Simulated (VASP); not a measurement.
# InSb5 (P4/mmm) in VASP: notebook

InSb5 is run at these levels: PBE; tasks: single point, relaxation of cell and atoms.

Everything below comes from runs of VASP 6.6.1. Logs are shortened: lines on timing, memory, paths and dates and some standing lists are left out, and cuts for length are marked.

### Step 1. The cell of the first run

It takes space group P4/mmm (No. 123, tetragonal). Conventional cell: a = 7.099 Å, b = 7.099 Å, c = 6.125 Å, α = 90.00°, β = 90.00°, γ = 90.00°. In (site symmetry 4/mmm) has 2 Sb at 3.06 Å within 4.0 Å. Within 3.7 Å of Sb (site symmetry m2m) lie 3 Sb at 2.83 to 3.02 Å. Sb (site symmetry 4/mmm) has 4 Sb at 3.02 Å and 2 In at 3.06 Å within 4.0 Å.

The cell was built from a structure type or drawn by symmetry, and may not be a known phase.

### Step 2. Single point, PBE

Input file INCAR:

```
SYSTEM = InSb5
PREC     = Accurate       ! precision mode
ENCUT    = 520            ! plane-wave cutoff, eV
EDIFF    = 1E-6           ! SCF threshold, eV
ISMEAR   = 0              ! smearing method
SIGMA    = 0.1            ! smearing width, eV
LREAL    = .False.        ! projectors in reciprocal space
LASPH    = .True.         ! aspherical terms in the spheres
NELM     = 60             ! most SCF steps
ALGO     = Normal         ! electronic algorithm
ISIF     = 2              ! what is computed and relaxed
LWAVE    = .False.        ! write WAVECAR
LCHARG   = .False.        ! write CHGCAR
GGA      = PE             ! functional
NBANDS   = 28             ! bands
```

Input file KPOINTS:

```
Automatic mesh
0
Gamma
  4 4 4
  0 0 0
```

Input file POSCAR:

```
InSb5
1.0
    7.0992643871      0.0000000000      0.0000000000
    0.0000000000      7.0992643871      0.0000000000
    0.0000000000      0.0000000000      6.1254204794
In Sb
1 5
Direct
    0.0000000000      0.0000000000      0.5000000000
    0.6995048465      0.6995048465      0.0000000000
    0.3004951535      0.3004951535      0.0000000000
    0.6995048465      0.3004951535      0.0000000000
    0.3004951535      0.6995048465      0.0000000000
    0.0000000000      0.0000000000      0.0000000000
```

Potentials or basis: VASP PAW PBE potentials, release 64 (In_d, Sb).

On the command line:

```
$ cat potpaw_PBE.64/In_d/POTCAR potpaw_PBE.64/Sb/POTCAR > POTCAR
$ mpirun -np 1 vasp_std > vasp.out
```

OUTCAR:

```text
SYSTEM = InSb5
   PREC = Accurate
   ENCUT = 520
   EDIFF = 1E-6
   ISMEAR = 0
   LREAL = .False.
   LASPH = .True.
   NELM = 60
   ISIF = 2
   GGA = PE

 ion  position               nearest neighbor table
   1  0.000  0.000  0.500-   6 3.06   6 3.06
   2  0.700  0.700  0.000-   4 2.83   5 2.83   6 3.02
   3  0.300  0.300  0.000-   4 2.83   5 2.83   6 3.02
   4  0.700  0.300  0.000-   2 2.83   3 2.83   6 3.02
   5  0.300  0.700  0.000-   2 2.83   3 2.83   6 3.02
   6  0.000  0.000  0.000-   2 3.02   3 3.02   4 3.02   5 3.02   1 3.06   1 3.06

  LATTYP: Found a simple tetragonal cell.
 ALAT       =     7.0992643871
 C/A-ratio  =     0.8628246739

  Lattice vectors:

 A1 = (   7.0992643871,   0.0000000000,   0.0000000000)
 A2 = (   0.0000000000,   7.0992643871,   0.0000000000)
 A3 = (   0.0000000000,   0.0000000000,   6.1254204794)

Analysis of symmetry for initial positions (statically):
=====================================================================
 Subroutine PRICEL returns:
 Original cell was already a primitive cell.

 Routine SETGRP: Setting up the symmetry group for a
 simple tetragonal supercell.

 Subroutine GETGRP returns: Found 16 space group operations
 (whereof 16 operations were pure point group operations)
 out of a pool of 16 trial point group operations.

The static configuration has the point symmetry D_4h.

Analysis of symmetry for dynamics (positions and initial velocities):
=====================================================================
 Subroutine PRICEL returns:
 Original cell was already a primitive cell.

 Routine SETGRP: Setting up the symmetry group for a
 simple tetragonal supercell.

 Subroutine GETGRP returns: Found 16 space group operations
 (whereof 16 operations were pure point group operations)
 out of a pool of 16 trial point group operations.

The dynamic configuration has the point symmetry D_4h.

 Subroutine INISYM returns: Found 16 space group operations
 (whereof 16 operations are pure point group operations),
 and found     1 'primitive' translations

----------------------------------------------------------------------------------------

                                     Primitive cell

  volume of cell :     308.7185

  direct lattice vectors                    reciprocal lattice vectors
[... 89 lines left out ...]
   LREAL  =      F    real-space projection
   EDIFFG = 0.1E-04   stopping-criterion for IOM
   NSW    =      0    number of steps for IOM
   IBRION =     -1    ionic relax: 0-MD 1-quasi-New 2-CG
   NFREE  =      0    steps in history (QN), initial steepest desc. (CG)
   ISIF   =      2    stress and relaxation
   ISYM   =      2    0-nonsym 1-usesym 2-fastsym
   POTIM  = 0.5000    time-step for ionic-motion
   TEBEG  =    0.0;   TEEND  =   0.0 temperature during run
   PSTRESS=    0.0 pullay stress
   NELECT =      38.0000    total number of electrons
   NUPDOWN=      -1.0000    fix difference up-down
   EMIN   =  10.00;   EMAX   =-10.00  energy-range for DOS
   EFERMI =   0.00;   METHOD = LEGACY
   ISMEAR =     0;   SIGMA  =   0.10  broadening in eV -4-tet -1-fermi 0-gaus
   EFERMI_NEDOS =   21; number of points for ismear=-14 and -15
   IALGO  =     38    algorithm
   IMIX   =      4    mixing-type and parameters
     AMIX     =   0.40;   BMIX     =  1.00
     AMIX_MAG =   1.60;   BMIX_MAG =  1.00
  volume/ion in A,a.u.               =      51.45       347.22
  Fermi-wavevector in a.u.,A,eV,Ry     =   0.814358  1.538913  9.023089  0.663178
  Thomas-Fermi vector in A             =   1.924250
   LORBIT       =      0    0 simple, 1 ext, 2 COOP (PROOUT), +10 PAW based schemes
   GGA     = PE    functional components
   LHFCALC =     F    Hartree Fock is set to
   AEXX    =    0.0000 exact exchange contribution
   IVDW    =     0    specifies the selected vdW correction
   LEPSILON=     F    determine dielectric tensor
   LRPA    =     F    only Hartree local field effects (RPA)
 non-spin polarized calculation
 Gauss-broadening in eV      SIGMA  =   0.10
  energy-cutoff  :      520.00
  volume of cell :      308.72
 maximum number of plane-waves:      8366
 NGX is ok and might be reduce to    54
   NGX = 27   NGY = 27   NGZ = 23

 number of electron      37.9999998 magnetization

 Free energy of the ion-electron system (eV)
  ---------------------------------------------------
  ext. energy  EPLUGINS =         0.00000000
  ---------------------------------------------------
  free energy    TOTEN  =       -20.16752217 eV

  energy without entropy =      -20.14912793  energy(sigma->0) =      -20.15832505

 E-fermi :   2.1623     XC(G=0):  -6.8865

 val. band max:        2.1137771857   @ k =   0.5000   0.0000   0.5000
 cond. band min:       2.1849580883   @ k =   0.2500   0.2500   0.0000
 fundamental gap:      0.0711809025
 Fermi energy:         2.1623074033

 k-point     1 :       0.0000    0.0000    0.0000
  band No.  band energies     occupation
      1     -12.6801      2.00000
      2     -12.6783      2.00000
      3     -12.6359      2.00000
      4     -12.5963      2.00000
      5     -12.5963      2.00000
      6      -9.1591      2.00000
[... 547 lines left out ...]
     27       5.8547      0.00000
     28       5.8547      0.00000

------------------------ aborting loop because EDIFF is reached ----------------------------------------

  FORCE on cell =-STRESS in cart. coord.  units (eV):
  Direction    XX          YY          ZZ          XY          YZ          ZX
  --------------------------------------------------------------------------------------
  -------------------------------------------------------------------------------------
  Total       -0.0251253     -0.0251253      0.1413616      0.0000000     -0.0000000      0.0000000
  in kB       -0.1303945     -0.1303945      0.7336337      0.0000000     -0.0000000      0.0000000
  external PRESSURE =       0.1576149 kB  Pullay stress =       0.0000000 kB

 VOLUME and BASIS-vectors are now :
 -----------------------------------------------------------------------------
  energy-cutoff  :      520.00
  volume of cell :      308.72
      direct lattice vectors                 reciprocal lattice vectors
     7.099264387  0.000000000  0.000000000     0.140859665  0.000000000  0.000000000
     0.000000000  7.099264387  0.000000000     0.000000000  0.140859665  0.000000000
     0.000000000  0.000000000  6.125420479     0.000000000  0.000000000  0.163254099

 POSITION                                       TOTAL-FORCE (eV/Angst)
 -----------------------------------------------------------------------------------
      0.00000      0.00000      3.06271         0.000000      0.000000     -0.000000
      4.96597      4.96597      0.00000         0.017752      0.017752     -0.000000
      2.13329      2.13329      0.00000        -0.017752     -0.017752      0.000000
      4.96597      2.13329      0.00000         0.017752     -0.017752      0.000000
      2.13329      4.96597      0.00000        -0.017752      0.017752     -0.000000
      0.00000      0.00000      0.00000         0.000000      0.000000     -0.000000
 -----------------------------------------------------------------------------------
    total drift:                                0.000000     -0.000000      0.000000

  FREE ENERGIE OF THE ION-ELECTRON SYSTEM (eV)
  ---------------------------------------------------
  free  energy   TOTEN  =       -20.1675221700 eV

  energy  without entropy=      -20.1491279341  energy(sigma->0) =      -20.15832505
```

stdout:

```text
POSCAR found type information on POSCAR InSb
 POSCAR found :  2 types and       6 ions
 scaLAPACK will be used
 LDA part: xc-table for (Slater+PW92), standard interpolation
 POSCAR, INCAR and KPOINTS ok, starting setup
 FFT: planning ... GRIDC
 FFT: planning ... GRID_SOFT
 FFT: planning ... GRID
 WAVECAR not read
 entering main loop
```

Wall time 2.7 min (1 thread of Intel Xeon Platinum 8259CL at 2.50GHz (Skylake/Cascade Lake), shared host); peak memory 0.44 GiB.

What came out:

| Item | Value |
| --- | --- |
| Free energy | -20.1675 eV |
| Pressure | 0.0 GPa |
| Largest force | 0.025 eV/Å |
| Band gap on the k mesh | zero (bands 19 and 20 overlap by 1.51 eV) |

Forces in eV/Å, atoms in the order of the input:
```
In   0.000  0.000  0.000
Sb   0.018  0.018  0.000
Sb  -0.018 -0.018  0.000
Sb   0.018 -0.018  0.000
Sb  -0.018  0.018  0.000
Sb   0.000  0.000  0.000
```

Stress tensor (GPa, compression positive):
```
-0.01  0.00  0.00
 0.00 -0.01  0.00
 0.00  0.00  0.07
```

Caveat: spin-orbit coupling is left out, which moves the levels of the heavy elements.

### Step 3. Single point, PBE

This run uses another cell than the first one, of 33.30 Å³/atom.

Input file INCAR:

```
PREC = Accurate ; ENCUT = 520
EDIFF = 1E-6 ; ISMEAR = 0
SIGMA = 0.1 ; LREAL = F
LASPH = T ; NELM = 100
ALGO = Normal ; ISIF = 2
LWAVE = F ; LCHARG = T
GGA = PE ; LELF = T
LVHAR = T ; NBANDS = 28
```

Input file KPOINTS:

```
Automatic mesh
0
Gamma
  4 4 4
```

Input file POSCAR:

```
InSb5
1.0
    6.5046628200      0.0000000000      0.0000000000
    0.0000000000      6.5046628200      0.0000000000
    0.0000000000      0.0000000000      4.7218493300
In Sb
1 5
Direct
    0.0000000000      0.0000000000      0.5000000000
    0.6664010700      0.6664010700      0.0000000000
    0.3335989300      0.3335989300      0.0000000000
    0.6664010700      0.3335989300      0.0000000000
    0.3335989300      0.6664010700      0.0000000000
    0.0000000000      0.0000000000      0.0000000000
```

Potentials or basis: VASP PAW PBE potentials, release 64 (In_d, Sb).

On the command line:

```
$ cat potpaw_PBE.64/In_d/POTCAR potpaw_PBE.64/Sb/POTCAR > POTCAR
$ mpirun -np 1 vasp_std > vasp.out
```

Run time: 75 s. Hardware: 1 thread of Intel Xeon Platinum 8259CL at 2.50GHz (Skylake/Cascade Lake), shared host; peak memory 0.32 GiB.

It converged, with:

- Free energy: -3.8860 eV
- Pressure: 45.2 GPa
- Largest force: 21.231 eV/Å
- Band gap on the k mesh: zero (bands 19 and 20 overlap by 1.90 eV)

Forces in eV/Å, atoms in the order of the input:
```
In    0.000   0.000   0.000
Sb   15.012  15.012   0.000
Sb  -15.012 -15.012   0.000
Sb   15.012 -15.012   0.000
Sb  -15.012  15.012   0.000
Sb    0.000   0.000   0.000
```

Stress tensor (GPa, compression positive):
```
57.68  0.00  0.00
 0.00 57.68  0.00
 0.00  0.00 20.25
```

Levels at points of the mesh, in eV from the Fermi level:
```tsv
k point	band 16	band 17	band 18	band 19	band 20	band 21	band 22	band 23
(0.00, 0.00, 0.00)	-4.14	-2.25	-1.06	-1.06	1.66	1.66	2.33	2.72
(0.50, 0.00, 0.00)	-1.57	-1.15	-0.97	-0.94	-0.92	-0.85	0.49	1.33
(0.50, 0.50, 0.00)	-4.53	-2.11	-1.26	-1.26	0.51	0.51	1.99	1.99
(0.00, 0.00, 0.50)	-4.41	-2.58	-2.58	0.82	0.82	1.28	2.39	2.76
(0.50, 0.00, 0.50)	-2.06	-1.42	-1.11	-1.11	-0.28	-0.22	0.06	0.90
(0.50, 0.50, 0.50)	-3.86	-2.97	-2.97	0.98	0.98	1.13	1.13	1.56
```

Caveat: the cell stands under pressure; spin-orbit coupling is left out, which moves the levels of the heavy elements; forces of over 1 eV/Å act on the atoms, so gaps and moduli don't describe the material at rest.

(Continued in part 2 of 2.)
